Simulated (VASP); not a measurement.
Runs of VASP 6.6.1 on Ni. The structure is that of space group Pm-3m (No. 221), or close to it. The cells are those of the table. This isn't the form of Ni at room conditions, which is fcc.

| task | cell | cutoff (eV) | gap on the mesh (eV) | pressure (GPa) | moment (μB) |
| --- | --- | --- | --- | --- | --- |
| single point | a = 2.003 Å, 1 atom | 520 | none | (a) | 0.00 |
| single point | a = 2.002 Å, 1 atom | 520 | none | 187.4 | 0.00 |
| relaxation of cell and atoms | relaxed to 190 GPa from a = 1.972 Å, 1 atom | 600 | none | 190.1 | 0.00 |
| relaxation of cell and atoms | relaxed to 190 GPa from a = 2.002 Å, 1 atom | 600 | none | 190.0 | 0.00 |

Alike in all rows: level PBE; potentials or basis VASP PAW PBE potentials, release 64 (Ni); spin collinear, ferromagnetic start; k mesh 19 × 19 × 19; smearing fermi-dirac 0.08 eV.

Task: Fill in the values left out.

Result: (a) 186.8.

Caveats: the moments typed at the start vanished in this run; the cell stands under pressure (at least some runs); the cell is relaxed towards a set pressure, so the run minimises the enthalpy, not the energy (at least some runs).

A gap of «none» marks levels without a gap at the run's occupations.
